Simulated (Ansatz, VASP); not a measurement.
# One calculation of Hf, two programs

```
CELL_PARAMETERS angstrom
3.11737 0.00000 0.00000
-1.55869 2.69972 0.00000
0.00000 0.00000 23.42440
ATOMIC_POSITIONS crystal
Hf 0.83333 0.16667 0.34152
Hf 0.16667 0.83333 0.44717
Hf 0.83333 0.16667 0.55283
Hf 0.16667 0.83333 0.65848
```

Alike in both runs: task single point; functional LDA; k mesh 15 × 15 × 1; occupations fermi-dirac, width 0.1 eV; no spin polarisation.

|  | VASP | Ansatz |
| --- | --- | --- |
| version | VASP 6.6.1 | Ansatz 0.2.0 |
| potentials or method | VASP PAW LDA potentials, release 64 (Hf_pv) | PAW with Ansatz's default frozen-core files, scalar-relativistic |
| plane-wave cutoff (eV) | 520 | 420 |
| valence electrons in the cell | 40 | 104 |

Ansatz gave:

```
rms of the force components (eV/Å) : 0.428
```

Task: Estimate VASP's values.

Result: rms of the force components (eV/Å): 0.432.

LDA's correlation is that of Perdew and Zunger in VASP and of Perdew and Wang (1992) in Ansatz. Atom by atom the forces differ by 0.004 eV/Å (rms over components). VASP's potentials hold 40 valence electrons a cell and Ansatz's 104, so a difference there can come from the potentials and not from the codes.

Neither program's run includes spin-orbit coupling.
